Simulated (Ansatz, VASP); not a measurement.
## MgS: VASP beside Ansatz

The input INCAR:

```
  ALGO = Normal
  EDIFF = 1E-8
  ENCUT = 520
  GGA = PS
  ISIF = 2
  ISMEAR = -1
  LASPH = True
  LCHARG = False
  LEFG = True
  LREAL = False
  LWAVE = False
  NBANDS = 11
  NELM = 100
  PREC = Accurate
  SIGMA = 0.03
```

The input KPOINTS:

```
k-points
0
Gamma
  10 10 10
```

POSCAR

```
MgS
1.0
    0.0000000000      2.6188799723      2.6188799723
    2.6188799723      0.0000000000      2.6188799723
    2.6188799723      2.6188799723      0.0000000000
Mg S
1 1
Direct
    0.0000000000      0.0000000000      0.0000000000
    0.5000000000      0.5000000000      0.5000000000
```

Input for Ansatz:

```yaml
crystal:
  lattice:
    - [0.0, 2.6188799723, 2.6188799723]
    - [2.6188799723, 0.0, 2.6188799723]
    - [2.6188799723, 2.6188799723, 0.0]
  atoms:
    - { symbol: Mg, position: [0.0, 0.0, 0.0] }
    - { symbol: S, position: [0.5, 0.5, 0.5] }
kpoints:
  mp_grid: { grid: [10, 10, 10] }
scf:
  occupations: { method: fermi_dirac, width: 0.03 }
hamiltonian:
  xc: pbesol
  pseudopotentials: { kind: paw }
output:
  forces: true
  stress: true
  eigenvalues: true
  efg: { contact_densities: true }
```

Change from the starting cell: volume scaled by 1.02, PAW files.

Alike in both runs: task electric field gradients; functional PBEsol; k mesh 10 × 10 × 10; occupations fermi-dirac, width 0.03 eV; no spin polarisation.

|  | VASP | Ansatz |
| --- | --- | --- |
| version | VASP 6.6.1 | Ansatz 0.2.0 |
| potentials or method | VASP PAW PBE potentials, release 64 (Mg, S) | PAW with Ansatz's default frozen-core files, scalar-relativistic |
| plane-wave cutoff (eV) | 520 | 420 |
| valence electrons in the cell | 8 | 16 |

```tsv
	VASP	Ansatz	Ansatz less VASP
gap on the k mesh at the Fermi level (eV)	2.66	2.66	-0.001
pressure (GPa)	-2.5	-2.3	+0.20
```

VASP's potentials were made for PBE, not for PBEsol. VASP's potentials hold 8 valence electrons a cell and Ansatz's 16, so a difference there can come from the potentials and not from the codes.
